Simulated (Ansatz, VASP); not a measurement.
## One calculation of B2AsH2, two programs

INCAR

```
PREC = Accurate
ENCUT = 600
EDIFF = 1E-7
ISMEAR = 0
SIGMA = 0.1
LREAL = F
LASPH = T
NELM = 80
ALGO = Normal
ISIF = 3
LWAVE = F
LCHARG = F
GGA = PE
IBRION = 2
NSW = 100
EDIFFG = -0.01
```

Contents of KPOINTS:

```
regular mesh
0
Gamma
  12 12 10
```

Contents of POSCAR:

```
B2AsH2
1.0
    3.4538626079      0.0000000000      0.0000000000
    0.0000000000      3.4538626079      0.0000000000
    0.0000000000      0.0000000000      4.2818909011
B H As
2 2 1
Direct
    0.0000000000      0.0000000000      0.3109318983
    0.0000000000      0.0000000000      0.6890681017
    0.5000000000      0.5000000000      0.9045740330
    0.5000000000      0.5000000000      0.0954259670
    0.5000000000      0.5000000000      0.5000000000
```

Input for Ansatz:

```yaml
crystal:
  lattice:
    - [3.4538626079, 0.0, 0.0]
    - [0.0, 3.4538626079, 0.0]
    - [0.0, 0.0, 4.2818909011]
  atoms:
    - { symbol: B, position: [0.0, 0.0, 0.3109318983] }
    - { symbol: B, position: [0.0, 0.0, 0.6890681017] }
    - { symbol: H, position: [0.5, 0.5, 0.904574033] }
    - { symbol: H, position: [0.5, 0.5, 0.095425967] }
    - { symbol: As, position: [0.5, 0.5, 0.5] }
basis:
  ecutwfc: 420
kpoints:
  mp_grid: { grid: [12, 12, 10] }
hamiltonian:
  xc: pbe
scf:
  occupations: { method: gaussian, width: 0.1 }
output:
  forces: true
  stress: true
  eigenvalues: true
  write_density: true
  write_potential: true
  elf: true
  volumetric_format: npy
relax:
  adjacent_minimum: "off"
  f_tol: 0.01
  max_steps: 80
  cell: { stress_tol: 0.05 }
```

Alike in both runs: task relaxation of cell and atoms; functional PBE; k mesh 12 × 12 × 10; occupations gaussian, width 0.1 eV; no spin polarisation.

```csv
,VASP,Ansatz
version,VASP 6.6.1,Ansatz 0.2.0
potentials or method,"VASP PAW PBE potentials, release 64 (B, H, As), cutoff 600 eV","scalar-relativistic, plane waves, PAW"
valence electrons in the cell,13,23
```

|  | VASP | Ansatz | Ansatz less VASP |
| --- | --- | --- | --- |
| gap on the k mesh at the Fermi level, each at its own relaxed structure (eV) | none | none | - |
| relaxed volume (Å³/atom) | 10.22 | 10.15 | -0.075 |
| relaxed length of the cell vector where the two differ most in proportion (Å) | 4.188 | 4.127 | -0.0610 |

A gap of «none» marks a metal or a gap that the smearing closes. VASP's potentials hold 13 valence electrons a cell and Ansatz's 23, so a difference there can come from the potentials and not from the codes.
